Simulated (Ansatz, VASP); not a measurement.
One calculation of CuO, two programs

```xyz
4
Lattice="2.0811 -2.0823 0.1633 2.0811 2.0823 0.1633 -0.4027 0.0000 5.1361" Properties=species:S:1:pos:R:3 pbc="T T T"
Cu    1.0405    1.0411    0.0816
Cu    0.8392   -1.0411    2.6497
O     1.9804    0.0001    1.4473
O     1.7790   -0.0001    4.0154
```

Alike in both runs: functional PBE; k mesh 12 × 12 × 8; occupations gaussian, width 0.05 eV; no spin polarisation.

Ansatz relaxed the structure, and its values are those at the end. VASP's run is a single point on that final structure, the one shown.

|  | VASP | Ansatz |
| --- | --- | --- |
| version | VASP 6.6.1 | Ansatz 0.2.0 |
| potentials or method | VASP PAW PBE potentials, release 64 (Cu, O), cutoff 520 eV | scalar-relativistic, plane waves, PAW |
| valence electrons in the cell | 34 | 50 |

Ansatz gave:

| Property | Result |
| --- | --- |
| gap on the k mesh at the Fermi level (eV) | none |
| pressure (GPa) | 0.0 |

Problem. What did VASP give for the same quantities?

Solution. gap on the k mesh at the Fermi level (eV): none; pressure (GPa): 0.7.

A gap of «none» marks a metal or a gap that the smearing closes. The functional is the same, so the differences come from potentials, cutoffs and numerics. VASP's potentials hold 34 valence electrons a cell and Ansatz's 50, so a difference there can come from the potentials and not from the codes.
